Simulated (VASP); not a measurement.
Wanted: the native input for a VASP 6.6.1 run.

```yaml
Task: single point
Functional: PBEsol
Potentials_or_basis: VASP PAW PBE potentials, release 64 (Re, S)
Cutoff: 520 eV
k_mesh: 10 × 10 × 10
Occupations: gaussian, width 0.05 eV
Spin: collinear spin
Starting_moments: "[0.05, 0.0] μB"
Dipole_correction: no
Further_INCAR_settings: ALGO = Normal; EDIFF = 1e-06; NBANDS = 18
```

The structure of ReS lies in POSCAR:

```
ReS
1.0
    0.0000000000      2.5740836256      2.5740836256
    2.5740836256      0.0000000000      2.5740836256
    2.5740836256      2.5740836256      0.0000000000
Re S
1 1
Direct
    0.0000000000      0.0000000000      0.0000000000
    0.2500000000      0.2500000000      0.2500000000
```

The input as run:

INCAR

```
ALGO     = Normal         # electronic algorithm
EDIFF    = 1E-6           # SCF threshold, eV
ENCUT    = 520            # plane-wave cutoff, eV
GGA      = PS             # functional
ISIF     = 2              # what is computed and relaxed
ISMEAR   = 0              # smearing method
ISPIN    = 2              # spin polarisation
LASPH    = T              # aspherical terms in the spheres
LCHARG   = F              # write CHGCAR
LMAXMIX  = 4              # l up to which the mixer works
LORBIT   = 11             # projections on sites
LREAL    = F              # projectors in reciprocal space
LWAVE    = F              # write WAVECAR
MAGMOM   = 0.05 0         # initial moments
NBANDS   = 18             # bands
NELM     = 150            # most SCF steps
PREC     = Accurate       # precision mode
SIGMA    = 0.05           # smearing width, eV
```

KPOINTS

```
k-points
0
Gamma
  10 10 10
```

Potentials or basis: VASP PAW PBE potentials, release 64 (Re, S).

Command:

```console
$ cat potpaw_PBE.64/Re/POTCAR potpaw_PBE.64/S/POTCAR > POTCAR
$ mpirun -np 1 vasp_std > vasp.out
```

It gave:

```json
{
  "Pressure": "6.4 GPa",
  "Net moment": "0.03 μB per cell",
  "Site moments": "Re +0.03; S +0.00 μB",
  "Valence electrons inside the program's atomic spheres": "Re 6.35; S 3.69"
}
```

Caveat: the cell stands under pressure; the PAW data sets were made with another functional, which shifts forces and pressure a little.

Run time: 70 s on 1 thread of Intel Xeon 8259CL (shared host), peak memory 0.2 GiB.
